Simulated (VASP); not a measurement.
A run of VASP 6.6.1:

POSCAR

```
GaSb
1.0
    0.0000000000      3.0590000000      3.0590000000
    3.0590000000      0.0000000000      3.0590000000
    3.0590000000      3.0590000000      0.0000000000
Sb Ga
1 1
Direct
    0.7500000000      0.7500000000      0.7500000000
    0.0000000000      0.0000000000      0.0000000000
```

Contents of INCAR.step1:

```
PREC     = Accurate       # precision mode
ENCUT    = 520            # plane-wave cutoff, eV
EDIFF    = 1E-7           # SCF threshold, eV
ISMEAR   = -1             # smearing method
SIGMA    = 0.05           # smearing width, eV
LREAL    = F              # projectors in reciprocal space
LASPH    = T              # aspherical terms in the spheres
NELM     = 80             # most SCF steps
ALGO     = Normal         # electronic algorithm
ISIF     = 2              # what is computed and relaxed
LWAVE    = F              # write WAVECAR
LCHARG   = T              # write CHGCAR
GGA      = B5             # functional
ALDAX    = 1.0          
AGGAX    = 1.0          
AGGAC    = 1.0          
ALDAC    = 0.0          
NBANDS   = 16             # bands
```

Contents of KPOINTS.step1:

```
regular mesh
0
Gamma
  4 4 4
```

File INCAR.step2:

```
PREC     = Accurate       # precision mode
ENCUT    = 520            # plane-wave cutoff, eV
EDIFF    = 1E-7           # SCF threshold, eV
ISMEAR   = -5             # smearing method
SIGMA    = 0.05           # smearing width, eV
LREAL    = F              # projectors in reciprocal space
LASPH    = T              # aspherical terms in the spheres
NELM     = 80             # most SCF steps
ALGO     = Normal         # electronic algorithm
ISIF     = 2              # what is computed and relaxed
LWAVE    = F              # write WAVECAR
LCHARG   = F              # write CHGCAR
GGA      = B5             # functional
ALDAX    = 1.0          
AGGAX    = 1.0          
AGGAC    = 1.0          
ALDAC    = 0.0          
LORBIT   = 11             # projections on sites
NBANDS   = 16             # bands
NEDOS    = 1001           # points of the DOS
ICHARG   = 11             # starting density
```

The input KPOINTS.step2:

```
regular mesh
0
Gamma
  6 6 6
```

Potentials or basis: VASP PAW PBE potentials, release 64 (Sb, Ga_d).

The run is started by

```bash
$ cat potpaw_PBE.64/Sb/POTCAR potpaw_PBE.64/Ga_d/POTCAR > POTCAR
$ cp INCAR.step1 INCAR
$ cp KPOINTS.step1 KPOINTS
$ mpirun -np 1 vasp_std > vasp.out
$ cp INCAR.step2 INCAR
$ cp KPOINTS.step2 KPOINTS
$ mpirun -np 1 vasp_std > vasp.out
```

Hardware: 1 thread of Intel Xeon 8259CL, on a shared host.

Q: How long does it take, and how much memory?

A: Run time: 47 s on 1 thread of Intel Xeon 8259CL, with other jobs on the host, peak memory 0.18 GiB. Counts: k points 16.
